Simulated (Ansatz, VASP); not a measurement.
# Pb in VASP and in Ansatz

The input INCAR:

```
PREC = Accurate
ENCUT = 600
EDIFF = 1E-6
ISMEAR = -1
SIGMA = 0.1
LREAL = F
LASPH = T
NELM = 80
ALGO = Normal
ISIF = 3
LWAVE = F
LCHARG = F
GGA = RE
IBRION = 2
NSW = 80
EDIFFG = -0.01
```

File KPOINTS:

```
Automatic mesh
0
Gamma
  8 8 8
```

POSCAR

```
Pb
1.0
    0.0000000000      3.4467278281      3.4467278281
    3.4467278281      0.0000000000      3.4467278281
    3.4467278281      3.4467278281      0.0000000000
Pb
2
Direct
    0.1250000000      0.1250000000      0.1250000000
    0.8750000000      0.8750000000      0.8750000000
```

Input for Ansatz:

```yaml
crystal:
  lattice:
    - [0.0, 3.4467278281, 3.4467278281]
    - [3.4467278281, 0.0, 3.4467278281]
    - [3.4467278281, 3.4467278281, 0.0]
  atoms:
    - { symbol: Pb, position: [0.125, 0.125, 0.125] }
    - { symbol: Pb, position: [0.875, 0.875, 0.875] }
hamiltonian:
  xc: revpbe
  pseudopotentials:
    kind: paw
    azcp:
      Pb: "pseudopotentials/Pb.paw.azcp"
basis:
  ecutwfc: 420
  fft_grid_basis: typed
kpoints:
  mp_grid: { grid: [8, 8, 8], shift: [0, 0, 0] }
magnetization:
  spin_polarized: false
scf:
  occupations: { method: fermi_dirac, width: 0.1 }
relax:
  max_steps: 60
  f_tol: 0.01
  cell: {}
```

Alike in both runs: task relaxation of cell and atoms; functional revPBE; k mesh 8 × 8 × 8; occupations fermi-dirac, width 0.1 eV; no spin polarisation.

```csv
,VASP,Ansatz
version,VASP 6.6.1,Ansatz 0.2.0
potentials or method,"VASP PAW PBE potentials, release 64 (Pb_d), cutoff 600 eV","plane waves (420 eV) with PAW, scalar-relativistic"
valence electrons in the cell,28,28
```

|  | VASP | Ansatz | Ansatz less VASP |
| --- | --- | --- | --- |
| relaxed volume (Å³/atom) | 45.39 | 45.49 | +0.095 |
| relaxed cell length with the largest relative difference (Å) | 5.045 | 5.048 | +0.0035 |

VASP's potentials were made for PBE, not for revPBE.

Spin-orbit coupling is off throughout.
